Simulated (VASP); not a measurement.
# PbS (I4mm) in VASP: notebook, part 4 of 4

VASP 6.6.1.

**6. Single point, r2SCAN (all S atoms moved +0.312 Å, as atom 2 along Cartesian [0 0 1])**

Input file POSCAR:

```
PbS
1.0
    0.0000000000      2.9650000000      2.9650000000
    2.9650000000      0.0000000000      2.9650000000
    2.9650000000      2.9650000000      0.0000000000
Pb S
1 1
Direct
    0.0000000000      0.0000000000      0.0000000000
    0.5526981450      0.5526981450      0.4473018550
```

Input file INCAR.step1:

```
SYSTEM = PbS
ALGO = Normal ; EDIFF = 1E-4
ENCUT = 520 ; GGA = PE
ISMEAR = 0 ; LASPH = .TRUE.
LCHARG = .FALSE. ; LREAL = .FALSE.
LWAVE = .TRUE. ; NBANDS = 17
NELM = 100 ; PREC = Accurate
SIGMA = 0.05
```

Input file INCAR.step2:

```
SYSTEM = PbS
ALGO = Normal ; EDIFF = 1E-6
ENCUT = 520 ; ISIF = 2
ISMEAR = 0 ; ISTART = 1
LASPH = .TRUE. ; LCHARG = .FALSE.
LMIXTAU = .TRUE. ; LREAL = .FALSE.
LWAVE = .FALSE. ; METAGGA = R2SCAN
NBANDS = 17 ; NELM = 100
PREC = Accurate ; SIGMA = 0.05
```

Input file KPOINTS:

```
k-points
0
G
  8 8 8
  0 0 0
```

Potentials or basis: VASP PAW PBE potentials, release 64 (Pb_d, S).

Started as:

```sh
> cat potpaw_PBE.64/Pb_d/POTCAR potpaw_PBE.64/S/POTCAR > POTCAR
> cp INCAR.step1 INCAR
> mpirun -np 1 vasp_std > vasp.out
> cp INCAR.step2 INCAR
> mpirun -np 1 vasp_std > vasp.out
```

OUTCAR:

```text
SYSTEM = PbS
   EDIFF = 1E-6
   ENCUT = 520
   ISIF = 2
   ISMEAR = 0
   ISTART = 1
   LASPH = .TRUE.
   LREAL = .FALSE.
   METAGGA = R2SCAN
   NELM = 100
   PREC = Accurate

 ion  position               nearest neighbor table
   1  0.000  0.000  0.000-   2 2.65   2 2.98   2 2.98   2 2.98   2 2.98   2 3.28
   2  0.553  0.553  0.447-   1 2.65   1 2.98   1 2.98   1 2.98   1 2.98   1 3.28

  LATTYP: Found a face centered cubic cell.
 ALAT       =     5.9300000000

  Lattice vectors:

 A1 = (   0.0000000000,   2.9650000000,   2.9650000000)
 A2 = (   2.9650000000,   0.0000000000,   2.9650000000)
 A3 = (   2.9650000000,   2.9650000000,   0.0000000000)

Analysis of symmetry for initial positions (statically):
=====================================================================
 Subroutine PRICEL returns:
 Original cell was already a primitive cell.

 Routine SETGRP: Setting up the symmetry group for a
 face centered cubic supercell.

 Subroutine GETGRP returns: Found  8 space group operations
 (whereof  8 operations were pure point group operations)
 out of a pool of 48 trial point group operations.

The static configuration has the point symmetry C_4v.

Analysis of symmetry for dynamics (positions and initial velocities):
=====================================================================
 Subroutine PRICEL returns:
 Original cell was already a primitive cell.

 Routine SETGRP: Setting up the symmetry group for a
 face centered cubic supercell.

 Subroutine GETGRP returns: Found  8 space group operations
 (whereof  8 operations were pure point group operations)
 out of a pool of 48 trial point group operations.

The dynamic configuration has the point symmetry C_4v.

 Subroutine INISYM returns: Found  8 space group operations
 (whereof  8 operations are pure point group operations),
 and found     1 'primitive' translations

----------------------------------------------------------------------------------------

                                     Primitive cell

  volume of cell :      52.1320

  direct lattice vectors                    reciprocal lattice vectors
     0.000000000  2.965000000  2.965000000    -0.168634064  0.168634064  0.168634064
     2.965000000  0.000000000  2.965000000     0.168634064 -0.168634064  0.168634064
     2.965000000  2.965000000  0.000000000     0.168634064  0.168634064 -0.168634064

  length of vectors
     4.193143212  4.193143212  4.193143212     0.292082767  0.292082767  0.292082767

  position of ions in fractional coordinates (direct lattice)
     0.000000000  0.000000000  0.000000000
     0.552698145  0.552698145  0.447301855

  ion indices of the primitive-cell ions
   primitive index   ion index
                 1           1
                 2           2

----------------------------------------------------------------------------------------

 KPOINTS: k-points

Automatic generation of k-mesh.
 Grid dimensions read from file:
 generate k-points for:    8    8    8

 Generating k-lattice:

  Cartesian coordinates                     Fractional coordinates (reciprocal lattice)
    -0.021079258  0.021079258  0.021079258     0.125000000  0.000000000  0.000000000
     0.021079258 -0.021079258  0.021079258     0.000000000  0.125000000  0.000000000
     0.021079258  0.021079258 -0.021079258     0.000000000  0.000000000  0.125000000

  Length of vectors
     0.036510346  0.036510346  0.036510346

  Shift w.r.t. Gamma in fractional coordinates (k-lattice)
     0.000000000  0.000000000  0.000000000

 Subroutine IBZKPT returns following result:
 ===========================================

 Found     59 irreducible k-points:

 Following reciprocal coordinates:
            Coordinates               Weight
  0.000000  0.000000  0.000000      1.000000
  0.125000  0.000000  0.000000      8.000000
  0.250000  0.000000  0.000000      8.000000
  0.375000  0.000000  0.000000      8.000000
  0.500000  0.000000  0.000000      4.000000
  0.125000  0.125000  0.000000      2.000000
[... 16 lines left out ...]
  0.000000  0.375000  0.250000     16.000000
  0.500000  0.250000  0.000000      8.000000
 [... further k-points ...]
   k-points           NKPTS =     59   k-points in BZ     NKDIM =     59   number of bands    NBANDS=     17
   number of dos      NEDOS =    301   number of ions     NIONS =      2
   total plane-waves  NPLWV =  32768
   dimension x,y,z NGX =    32 NGY =   32 NGZ =   32
   dimension x,y,z NGXF=    64 NGYF=   64 NGZF=   64
   ions per type =               1   1
   NGX,Y,Z   is equivalent  to a cutoff of  12.69, 12.69, 12.69 a.u.
   NGXF,Y,Z  is equivalent  to a cutoff of  25.37, 25.37, 25.37 a.u.
 SYSTEM =  PbS
   PREC   = accura    normal or accurate (medium, high low for compatibility)
   ISTART =      1    job   : 0-new  1-cont  2-samecut
   ICHARG =      0    charge: 1-file 2-atom 10-const
   ISPIN  =      1    spin polarized calculation?
   LNONCOLLINEAR =      F non collinear calculations
   LSORBIT =      F    spin-orbit coupling
   LASPH  =      T    aspherical Exc in radial PAW
   ENCUT  =  520.0 eV  38.22 Ry    6.18 a.u.   7.80  7.80  7.80*2*pi/ulx,y,z
   NELM   =    100;   NELMIN=  2; NELMDL=  0     # of ELM steps
   EDIFF  = 0.1E-05   stopping-criterion for ELM
   LREAL  =      F    real-space projection
   EDIFFG = 0.1E-04   stopping-criterion for IOM
   NSW    =      0    number of steps for IOM
   IBRION =     -1    ionic relax: 0-MD 1-quasi-New 2-CG
   NFREE  =      0    steps in history (QN), initial steepest desc. (CG)
   ISIF   =      2    stress and relaxation
   ISYM   =      2    0-nonsym 1-usesym 2-fastsym
   POTIM  = 0.5000    time-step for ionic-motion
   TEBEG  =    0.0;   TEEND  =   0.0 temperature during run
   PSTRESS=    0.0 pullay stress
   NELECT =      20.0000    total number of electrons
   NUPDOWN=      -1.0000    fix difference up-down
   EMIN   =  10.00;   EMAX   =-10.00  energy-range for DOS
   EFERMI =   0.00;   METHOD = LEGACY
   ISMEAR =     0;   SIGMA  =   0.05  broadening in eV -4-tet -1-fermi 0-gaus
   EFERMI_NEDOS =   21; number of points for ismear=-14 and -15
   IALGO  =     38    algorithm
   IMIX   =      4    mixing-type and parameters
     AMIX     =   0.40;   BMIX     =  1.00
     AMIX_MAG =   1.60;   BMIX_MAG =  1.00
  volume/ion in A,a.u.               =      26.07       175.90
  Fermi-wavevector in a.u.,A,eV,Ry     =   1.189552  2.247928 19.252709  1.415034
  Thomas-Fermi vector in A             =   2.325657
   LORBIT       =      0    0 simple, 1 ext, 2 COOP (PROOUT), +10 PAW based schemes
   METAGGA = R2SCAN    functional components
   LHFCALC =     F    Hartree Fock is set to
   AEXX    =    0.0000 exact exchange contribution
   IVDW    =     0    specifies the selected vdW correction
   LEPSILON=     F    determine dielectric tensor
   LRPA    =     F    only Hartree local field effects (RPA)
 non-spin polarized calculation
 Gauss-broadening in eV      SIGMA  =   0.05
  energy-cutoff  :      520.00
  volume of cell :       52.13
 maximum number of plane-waves:      1424
   NGX = 15   NGY = 15   NGZ = 15

 number of electron      19.9999999 magnetization

 Free energy of the ion-electron system (eV)
  ---------------------------------------------------
  ext. energy  EPLUGINS =         0.00000000
  ---------------------------------------------------
  free energy    TOTEN  =       -65.55454203 eV

  energy without entropy =      -65.55454203  energy(sigma->0) =      -65.55454203

 E-fermi :   5.7325     XC(G=0): -10.2389

 val. band max:        5.4720972759   @ k =   0.5000   0.0000   0.0000
 cond. band min:       6.6375114368   @ k =   0.5000   0.0000   0.0000
 fundamental gap:      1.1654141610
 Fermi energy:         5.7325382670

 k-point     1 :       0.0000    0.0000    0.0000
  band No.  band energies     occupation
      1     -11.7071      2.00000
      2     -11.6992      2.00000
      3     -11.6898      2.00000
      4     -11.6831      2.00000
      5     -11.6831      2.00000
      6      -8.6418      2.00000
[... 9 lines left out ...]
     16      13.4888      0.00000
     17      14.7936      0.00000

 k-point     2 :       0.1250    0.0000    0.0000
  band No.  band energies     occupation
      1     -11.7082      2.00000
      2     -11.7017      2.00000
      3     -11.6941      2.00000
      4     -11.6794      2.00000
      5     -11.6765      2.00000
      6      -8.5038      2.00000
[... 9 lines left out ...]
     16      13.4825      0.00000
     17      15.9824      0.00000
[... 421 lines left out ...]
 k-point    24 :       0.5000    0.2500    0.0000
  band No.  band energies     occupation
      1     -11.8176      2.00000
      2     -11.7091      2.00000
      3     -11.6898      2.00000
      4     -11.6410      2.00000
      5     -11.6287      2.00000
      6      -7.1211      2.00000
[... 9 lines left out ...]
     16      16.9488      0.00000
     17      17.6651      0.00000

 [... further k-points ...]
[... 5 lines left out ...]
  --------------------------------------------------------------------------------------
  -------------------------------------------------------------------------------------
  Total        0.5196445      0.5196445      1.8827594      0.0000000     -0.0000000      0.0000000
  in kB       15.9702915     15.9702915     57.8630491      0.0000000     -0.0000000      0.0000000
  external PRESSURE =      29.9345441 kB  Pullay stress =       0.0000000 kB

 VOLUME and BASIS-vectors are now :
 -----------------------------------------------------------------------------
  energy-cutoff  :      520.00
  volume of cell :       52.13
      direct lattice vectors                 reciprocal lattice vectors
     0.000000000  2.965000000  2.965000000    -0.168634064  0.168634064  0.168634064
     2.965000000  0.000000000  2.965000000     0.168634064 -0.168634064  0.168634064
     2.965000000  2.965000000  0.000000000     0.168634064  0.168634064 -0.168634064

 POSITION                                       TOTAL-FORCE (eV/Angst)
 -----------------------------------------------------------------------------------
      0.00000      0.00000      0.00000         0.000000      0.000000      0.530334
      2.96500      2.96500      3.27750         0.000000      0.000000     -0.530334
 -----------------------------------------------------------------------------------
    total drift:                               -0.000000     -0.000000      0.000004

  FREE ENERGIE OF THE ION-ELECTRON SYSTEM (eV)
  ---------------------------------------------------
  free  energy   TOTEN  =       -65.5545420256 eV

  energy  without entropy=      -65.5545420256  energy(sigma->0) =      -65.55454203
```

Wall time 83 s (1 thread of Intel Xeon 6975P-C (Granite Rapids), shared host); peak memory 0.21 GiB.

Results:

```
Free energy            : -65.5545 eV
Pressure               : 3.0 GPa
Largest force          : 0.530 eV/Å
Band gap on the k mesh : 1.17 eV, direct
```

Forces in eV/Å, atoms in the order of the input:
```
Pb   0.000  0.000  0.530
S    0.000  0.000 -0.530
```

Levels at points of the mesh, in eV from the valence-band top:
```tsv
k point	band 7	band 8	band 9	band 10	band 11	band 12	band 13	band 14
(0.00, 0.00, 0.00)	-5.79	-2.27	-2.05	-2.05	5.13	5.13	5.92	7.34
(0.50, 0.00, 0.00)	-8.83	-2.04	-1.78	0.00	1.17	2.50	2.89	9.15
(0.50, 0.50, 0.00)	-7.74	-4.56	-3.42	-3.42	4.38	6.37	6.37	6.43
(0.00, 0.50, 0.50)	-7.13	-5.17	-3.35	-3.29	3.63	6.22	6.64	7.03
```

Caveat: the cell differs from its parent crystal (all S atoms moved +0.312 Å, as atom 2 along Cartesian [0 0 1]); the PAW data sets were made with another functional, which shifts forces and pressure a little; spin-orbit coupling is left out, which moves the levels of the heavy elements.

**7. Single point, r2SCAN (all S atoms moved +0.188 Å, as atom 2 along Cartesian [0 0 1])**

POSCAR, as its differences from that of step 6:

```diff
@@ -9,2 +9,2 @@
     0.0000000000      0.0000000000      0.0000000000
-    0.5526981450      0.5526981450      0.4473018550
+    0.5316188870      0.5316188870      0.4683811130
```

Input file INCAR.step1:

```
ALGO = Normal
EDIFF = 1E-4
ENCUT = 520
GGA = PE
ISMEAR = 0
LASPH = True
LCHARG = False
LREAL = False
LWAVE = True
NBANDS = 17
NELM = 100
PREC = Accurate
SIGMA = 0.05
```

Input file INCAR.step2:

```
ALGO = Normal
EDIFF = 1E-6
ENCUT = 520
ISIF = 2
ISMEAR = 0
ISTART = 1
LASPH = True
LCHARG = False
LMIXTAU = True
LREAL = False
LWAVE = False
METAGGA = R2SCAN
NBANDS = 17
NELM = 100
PREC = Accurate
SIGMA = 0.05
```

Input file KPOINTS:

```
k-points
0
Gamma
  8 8 8
```

Started as:

```sh
> cat potpaw_PBE.64/Pb_d/POTCAR potpaw_PBE.64/S/POTCAR > POTCAR
> cp INCAR.step1 INCAR
> mpirun -np 1 vasp_std > vasp.out
> cp INCAR.step2 INCAR
> mpirun -np 1 vasp_std > vasp.out
```

Wall time 2 min (1 thread of Intel Xeon 6975P-C (Granite Rapids), shared host); peak memory 0.2 GiB.

The run converged. Its results:

```
Free energy            : -65.5953 eV
Pressure               : 1.9 GPa
Largest force          : 0.169 eV/Å
Band gap on the k mesh : 0.86 eV, direct
```

Forces on the atoms (eV/Å):
```
Pb   0.000  0.000  0.169
S    0.000  0.000 -0.169
```

Stress tensor (GPa, compression positive):
```
1.43 0.00 0.00
0.00 1.43 0.00
0.00 0.00 2.86
```

Levels at points of the mesh, in eV from the valence-band top:
| k point | band 8 | band 9 | band 10 | band 11 | band 12 | band 13 |
| --- | --- | --- | --- | --- | --- | --- |
| (0.00, 0.00, 0.00) | -2.30 | -2.22 | -2.22 | 5.37 | 5.37 | 5.70 |
| (0.50, 0.00, 0.00) | -1.97 | -1.87 | 0.00 | 0.86 | 2.31 | 2.46 |
| (0.50, 0.50, 0.00) | -5.04 | -3.54 | -3.54 | 4.24 | 6.18 | 6.21 |
| (0.00, 0.50, 0.50) | -5.30 | -3.51 | -3.49 | 3.92 | 6.10 | 6.30 |

Caveat: the cell differs from its parent crystal (all S atoms moved +0.188 Å, as atom 2 along Cartesian [0 0 1]); the PAW data sets were made with another functional, which shifts forces and pressure a little; spin-orbit coupling is left out, which moves the levels of the heavy elements. A k mesh can miss the band edges.
